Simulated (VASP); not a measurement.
# GaCoC4N4 (P-43m) in VASP: notebook

The runs below take GaCoC4N4 through single point, with PBE.

Program: VASP 6.6.1. These are calculated values, not measurements. Logs are shortened: lines on timing, memory, paths and dates and some standing lists are left out, and cuts for length are marked.

### 1 The cell of the first run

It takes space group P-43m (No. 215, cubic). The conventional cell has a = 5.857 Å, b = 5.857 Å, c = 5.857 Å, α = 90.00°, β = 90.00°, γ = 90.00°. Ga (site symmetry -43m) has 4 N at 1.99 Å within 2.6 Å. Within 2.5 Å of Co (site symmetry -43m) lie 4 C at 1.92 Å. Within 1.6 Å of C (site symmetry 3m) lie 1 N at 1.17 Å. Within 1.6 Å of N (site symmetry 3m) lie 1 C at 1.17 Å.

### 2 Single point, PBE, collinear spin, ferromagnetic start

INCAR

```
PREC     = Accurate       # precision mode
ENCUT    = 700            # plane-wave cutoff, eV
EDIFF    = 1E-6           # SCF threshold, eV
ISMEAR   = 0              # smearing method
SIGMA    = 0.1            # smearing width, eV
LREAL    = False          # projectors in reciprocal space
LASPH    = True           # aspherical terms in the spheres
NELM     = 200            # most SCF steps
ALGO     = Normal         # electronic algorithm
ISIF     = 2              # what is computed and relaxed
LWAVE    = False          # write WAVECAR
LCHARG   = False          # write CHGCAR
ISPIN    = 2              # spin polarisation
MAGMOM   = 0 3 0 0 0 0 0 0 0 0 # initial moments
LORBIT   = 11             # projections on sites
LMAXMIX  = 4              # l up to which the mixer works
GGA      = PE             # functional
NBANDS   = 48             # bands
GGA_COMPAT= False
```

KPOINTS

```
Automatic mesh
0
Gamma
  4 4 4
```

POSCAR

```
GaCoC4N4
1.0
    5.8566411300      0.0000000000      0.0000000000
    0.0000000000      5.8566411300      0.0000000000
    0.0000000000      0.0000000000      5.8566411300
Ga Co C N
1 1 4 4
Direct
    0.5000000000      0.5000000000      0.5000000000
    0.0000000000      0.0000000000      0.0000000000
    0.1889787100      0.1889787100      0.1889787100
    0.1889787100      0.8110212900      0.8110212900
    0.8110212900      0.1889787100      0.8110212900
    0.8110212900      0.8110212900      0.1889787100
    0.3043178200      0.3043178200      0.3043178200
    0.3043178200      0.6956821800      0.6956821800
    0.6956821800      0.3043178200      0.6956821800
    0.6956821800      0.6956821800      0.3043178200
```

Potentials or basis: VASP PAW PBE potentials, release 64 (Ga_d, Co_sv, C, N).

The run is started by

```bash
> cat potpaw_PBE.64/Ga_d/POTCAR potpaw_PBE.64/Co_sv/POTCAR potpaw_PBE.64/C/POTCAR potpaw_PBE.64/N/POTCAR > POTCAR
> mpirun -np 1 vasp_std > vasp.out
```

OUTCAR:

```text
PREC = Accurate
   ENCUT = 700
   EDIFF = 1E-6
   ISMEAR = 0
   LREAL = False
   LASPH = True
   NELM = 200
   ISIF = 2
   ISPIN = 2
   LORBIT = 11
   GGA = PE

 ion  position               nearest neighbor table
   1  0.500  0.500  0.500-   7 1.99   8 1.99   9 1.99  10 1.99
   2  0.000  0.000  0.000-   3 1.92   4 1.92   5 1.92   6 1.92
   3  0.189  0.189  0.189-   7 1.17   2 1.92
   4  0.189  0.811  0.811-   8 1.17   2 1.92
   5  0.811  0.189  0.811-   9 1.17   2 1.92
   6  0.811  0.811  0.189-  10 1.17   2 1.92
   7  0.304  0.304  0.304-   3 1.17   1 1.99
   8  0.304  0.696  0.696-   4 1.17   1 1.99
   9  0.696  0.304  0.696-   5 1.17   1 1.99
  10  0.696  0.696  0.304-   6 1.17   1 1.99

  LATTYP: Found a simple cubic cell.
 ALAT       =     5.8566411300

  Lattice vectors:

 A1 = (   5.8566411300,   0.0000000000,   0.0000000000)
 A2 = (   0.0000000000,   5.8566411300,   0.0000000000)
 A3 = (   0.0000000000,   0.0000000000,   5.8566411300)

Analysis of symmetry for initial positions (statically):
=====================================================================
 Subroutine PRICEL returns:
 Original cell was already a primitive cell.

 Routine SETGRP: Setting up the symmetry group for a
 simple cubic supercell.

 Subroutine GETGRP returns: Found 24 space group operations
 (whereof 24 operations were pure point group operations)
 out of a pool of 48 trial point group operations.

The static configuration has the point symmetry T_d .

Analysis of symmetry for dynamics (positions and initial velocities):
=====================================================================
 Subroutine PRICEL returns:
 Original cell was already a primitive cell.

 Routine SETGRP: Setting up the symmetry group for a
 simple cubic supercell.

 Subroutine GETGRP returns: Found 24 space group operations
 (whereof 24 operations were pure point group operations)
 out of a pool of 48 trial point group operations.

The dynamic configuration has the point symmetry T_d .

Analysis of structural, dynamic, and magnetic symmetry:
=====================================================================
 Subroutine PRICEL returns:
 Original cell was already a primitive cell.

 Routine SETGRP: Setting up the symmetry group for a
 simple cubic supercell.

 Subroutine GETGRP returns: Found 24 space group operations
 (whereof 24 operations were pure point group operations)
 out of a pool of 48 trial point group operations.

The overall configuration has the point symmetry T_d .

 Subroutine INISYM returns: Found 24 space group operations
 (whereof 24 operations are pure point group operations),
 and found     1 'primitive' translations

----------------------------------------------------------------------------------------

                                     Primitive cell

  volume of cell :     200.8842

  direct lattice vectors                    reciprocal lattice vectors
     5.856641130  0.000000000  0.000000000     0.170746334  0.000000000  0.000000000
     0.000000000  5.856641130  0.000000000     0.000000000  0.170746334  0.000000000
     0.000000000  0.000000000  5.856641130     0.000000000  0.000000000  0.170746334

  length of vectors
     5.856641130  5.856641130  5.856641130     0.170746334  0.170746334  0.170746334

  position of ions in fractional coordinates (direct lattice)
     0.500000000  0.500000000  0.500000000
     0.000000000  0.000000000  0.000000000
     0.188978710  0.188978710  0.188978710
     0.188978710  0.811021290  0.811021290
     0.811021290  0.188978710  0.811021290
     0.811021290  0.811021290  0.188978710
     0.304317820  0.304317820  0.304317820
     0.304317820  0.695682180  0.695682180
     0.695682180  0.304317820  0.695682180
     0.695682180  0.695682180  0.304317820

  ion indices of the primitive-cell ions
   primitive index   ion index
                 1           1
                 2           2
                 3           3
                 4           4
                 5           5
                 6           6
                 7           7
                 8           8
                 9           9
                10          10

----------------------------------------------------------------------------------------

 KPOINTS: Automatic mesh

Automatic generation of k-mesh.
 Grid dimensions read from file:
 generate k-points for:    4    4    4

 Generating k-lattice:

  Cartesian coordinates                     Fractional coordinates (reciprocal lattice)
     0.042686583  0.000000000  0.000000000     0.250000000  0.000000000  0.000000000
     0.000000000  0.042686583  0.000000000     0.000000000  0.250000000  0.000000000
     0.000000000  0.000000000  0.042686583     0.000000000  0.000000000  0.250000000

  Length of vectors
     0.042686583  0.042686583  0.042686583

  Shift w.r.t. Gamma in fractional coordinates (k-lattice)
     0.000000000  0.000000000  0.000000000

 Subroutine IBZKPT returns following result:
 ===========================================

 Found     10 irreducible k-points:

 Following reciprocal coordinates:
            Coordinates               Weight
  0.000000  0.000000  0.000000      1.000000
  0.250000  0.000000  0.000000      6.000000
  0.500000  0.000000  0.000000      3.000000
  0.250000  0.250000  0.000000     12.000000
  0.500000  0.250000  0.000000     12.000000
  0.500000  0.500000  0.000000      3.000000
  0.250000  0.250000  0.250000      8.000000
  0.500000  0.250000  0.250000     12.000000
  0.500000  0.500000  0.250000      6.000000
  0.500000  0.500000  0.500000      1.000000
   k-points           NKPTS =     10   k-points in BZ     NKDIM =     10   number of bands    NBANDS=     48
   number of dos      NEDOS =    301   number of ions     NIONS =     10
   total plane-waves  NPLWV = 157464
   dimension x,y,z NGX =    54 NGY =   54 NGZ =   54
   dimension x,y,z NGXF=   108 NGYF=  108 NGZF=  108
   ions per type =               1   1   4   4
   NGX,Y,Z   is equivalent  to a cutoff of  15.33, 15.33, 15.33 a.u.
   NGXF,Y,Z  is equivalent  to a cutoff of  30.66, 30.66, 30.66 a.u.
 SYSTEM =  unknown system
   PREC   = accura    normal or accurate (medium, high low for compatibility)
   ISTART =      0    job   : 0-new  1-cont  2-samecut
   ICHARG =      2    charge: 1-file 2-atom 10-const
   ISPIN  =      2    spin polarized calculation?
   LNONCOLLINEAR =      F non collinear calculations
   LSORBIT =      F    spin-orbit coupling
   LASPH  =      T    aspherical Exc in radial PAW
   ENCUT  =  700.0 eV  51.45 Ry    7.17 a.u.  12.63 12.63 12.63*2*pi/ulx,y,z
   NELM   =    200;   NELMIN=  2; NELMDL= -5     # of ELM steps
   EDIFF  = 0.1E-05   stopping-criterion for ELM
   LREAL  =      F    real-space projection
   EDIFFG = 0.1E-04   stopping-criterion for IOM
   NSW    =      0    number of steps for IOM
   IBRION =     -1    ionic relax: 0-MD 1-quasi-New 2-CG
   NFREE  =      0    steps in history (QN), initial steepest desc. (CG)
   ISIF   =      2    stress and relaxation
   ISYM   =      2    0-nonsym 1-usesym 2-fastsym
   POTIM  = 0.5000    time-step for ionic-motion
   TEBEG  =    0.0;   TEEND  =   0.0 temperature during run
   PSTRESS=    0.0 pullay stress
   NELECT =      66.0000    total number of electrons
   NUPDOWN=      -1.0000    fix difference up-down
   EMIN   =  10.00;   EMAX   =-10.00  energy-range for DOS
   EFERMI =   0.00;   METHOD = LEGACY
   ISMEAR =     0;   SIGMA  =   0.10  broadening in eV -4-tet -1-fermi 0-gaus
   EFERMI_NEDOS =   21; number of points for ismear=-14 and -15
   IALGO  =     38    algorithm
   IMIX   =      4    mixing-type and parameters
     AMIX     =   0.40;   BMIX     =  1.00
     AMIX_MAG =   1.60;   BMIX_MAG =  1.00
  volume/ion in A,a.u.               =      20.09       135.56
  Fermi-wavevector in a.u.,A,eV,Ry     =   1.129642  2.134714 17.362275  1.276091
  Thomas-Fermi vector in A             =   2.266336
   LORBIT       =     11    0 simple, 1 ext, 2 COOP (PROOUT), +10 PAW based schemes
   GGA     = PE    functional components
   LHFCALC =     F    Hartree Fock is set to
   AEXX    =    0.0000 exact exchange contribution
   IVDW    =     0    specifies the selected vdW correction
   LEPSILON=     F    determine dielectric tensor
   LRPA    =     F    only Hartree local field effects (RPA)
 spin polarized calculation
 Gauss-broadening in eV      SIGMA  =   0.10
  energy-cutoff  :      700.00
  volume of cell :      200.88
 maximum number of plane-waves:      8480
 NGX is ok and might be reduce to    54
   NGX = 25   NGY = 25   NGZ = 25

 number of electron      65.9999990 magnetization       2.0000361

 Free energy of the ion-electron system (eV)
  ---------------------------------------------------
  ext. energy  EPLUGINS =         0.00000000
  ---------------------------------------------------
  free energy    TOTEN  =       -76.68883617 eV

  energy without entropy =      -76.63400903  energy(sigma->0) =      -76.66142260

 E-fermi :   0.3220     XC(G=0):  -7.2918

 val. band max:        0.3189881159   @ k =   0.5000   0.5000   0.2500
 cond. band min:       0.3331554539   @ k =   0.2500   0.2500   0.0000
 fundamental gap:      0.0141673381
 Fermi energy:         0.3220044117

 spin component 1

 k-point     1 :       0.0000    0.0000    0.0000
  band No.  band energies     occupation
      1     -95.8891      1.00000
      2     -59.1392      1.00000
      3     -59.1392      1.00000
      4     -59.1392      1.00000
      5     -18.6089      1.00000
      6     -18.4799      1.00000
[... 469 lines left out ...]
     44       6.1448      0.00000
     45       6.1448      0.00000
 Fermi energy:         0.3220044117

 spin component 2

 k-point     1 :       0.0000    0.0000    0.0000
  band No.  band energies     occupation
      1     -94.0231      1.00000
      2     -57.3177      1.00000
      3     -57.3177      1.00000
      4     -57.3177      1.00000
      5     -18.5656      1.00000
      6     -18.4374      1.00000
[... 469 lines left out ...]
     44       6.2500      0.00000
     45       6.2500      0.00000
 [bands above 45 left out]

------------------------ aborting loop because EDIFF is reached ----------------------------------------

  FORCE on cell =-STRESS in cart. coord.  units (eV):
  Direction    XX          YY          ZZ          XY          YZ          ZX
  --------------------------------------------------------------------------------------
  -------------------------------------------------------------------------------------
  Total       -3.5386330     -3.5386330     -3.5386330      0.0000000      0.0000000     -0.0000000
  in kB      -28.2228113    -28.2228113    -28.2228113      0.0000000      0.0000000     -0.0000000
  external PRESSURE =     -28.2228113 kB  Pullay stress =       0.0000000 kB

 VOLUME and BASIS-vectors are now :
 -----------------------------------------------------------------------------
  energy-cutoff  :      700.00
  volume of cell :      200.88
      direct lattice vectors                 reciprocal lattice vectors
     5.856641130  0.000000000  0.000000000     0.170746334  0.000000000  0.000000000
     0.000000000  5.856641130  0.000000000     0.000000000  0.170746334  0.000000000
     0.000000000  0.000000000  5.856641130     0.000000000  0.000000000  0.170746334

 POSITION                                       TOTAL-FORCE (eV/Angst)
 -----------------------------------------------------------------------------------
      2.92832      2.92832      2.92832         0.000000     -0.000000      0.000000
      0.00000      0.00000      0.00000        -0.000000     -0.000000      0.000000
      1.10678      1.10678      1.10678        -0.868297     -0.868297     -0.868297
      1.10678      4.74986      4.74986        -0.868297      0.868297      0.868297
      4.74986      1.10678      4.74986         0.868297     -0.868297      0.868297
      4.74986      4.74986      1.10678         0.868297      0.868297     -0.868297
      1.78228      1.78228      1.78228         1.534621      1.534621      1.534621
      1.78228      4.07436      4.07436         1.534621     -1.534621     -1.534621
      4.07436      1.78228      4.07436        -1.534621      1.534621     -1.534621
      4.07436      4.07436      1.78228        -1.534621     -1.534621      1.534621
 -----------------------------------------------------------------------------------
    total drift:                               -0.000000     -0.000000      0.000000

  FREE ENERGIE OF THE ION-ELECTRON SYSTEM (eV)
  ---------------------------------------------------
  free  energy   TOTEN  =       -76.6888361724 eV

  energy  without entropy=      -76.6340090322  energy(sigma->0) =      -76.66142260

 total charge

# of ion       s       p       d       tot
------------------------------------------
    1        0.660   0.700  10.128  11.488
    2        2.227   6.167   6.635  15.029
    3        0.964   1.585   0.000   2.549
    4        0.964   1.585   0.000   2.549
    5        0.964   1.585   0.000   2.549
    6        0.964   1.585   0.000   2.549
    7        1.273   2.630   0.000   3.903
    8        1.273   2.630   0.000   3.903
    9        1.273   2.630   0.000   3.903
   10        1.273   2.630   0.000   3.903
--------------------------------------------------
tot         11.837  23.725  16.763  52.324

 magnetization (x)

# of ion       s       p       d       tot
------------------------------------------
    1        0.002  -0.001   0.000   0.001
    2        0.006   0.037   1.504   1.547
    3        0.007  -0.003   0.000   0.004
    4        0.007  -0.003   0.000   0.004
    5        0.007  -0.003   0.000   0.004
    6        0.007  -0.003   0.000   0.004
    7        0.003   0.026   0.000   0.029
    8        0.003   0.026   0.000   0.029
    9        0.003   0.026   0.000   0.029
   10        0.003   0.026   0.000   0.029
--------------------------------------------------
tot          0.047   0.129   1.504   1.679
```

Run time: 9.6 min. Hardware: 1 thread of Intel Xeon Platinum 8375C at 2.90GHz (Ice Lake), shared host; peak memory 0.64 GiB.

Results:

* Free energy: -76.6888 eV
* Pressure: -2.8 GPa
* Largest force: 2.658 eV/Å
* Band gap on the k mesh: zero (filled and empty bands overlap)
* Net moment: 2.00 μB per cell
* Site moments: Ga +0.00; Co +1.55; C +0.00; N +0.03 μB
* Valence electrons inside the program's atomic spheres: Ga 11.49; Co 15.03; C 2.55; N 3.90

Forces in eV/Å, atoms in the order of the input:
```
Ga   0.000  0.000  0.000
Co   0.000  0.000  0.000
C   -0.868 -0.868 -0.868
C   -0.868  0.868  0.868
C    0.868 -0.868  0.868
C    0.868  0.868 -0.868
N    1.535  1.535  1.535
N    1.535 -1.535 -1.535
N   -1.535  1.535 -1.535
N   -1.535 -1.535  1.535
```

Caveat: a cell with one magnetic atom can't hold antiferromagnetic order, which such compounds often take; forces of over 1 eV/Å act on the atoms, so gaps and moduli don't describe the material at rest.

(Part 1 of 2 ends here.)

The gap in the log of VASP goes by the Fermi energy; the results here count the filled bands.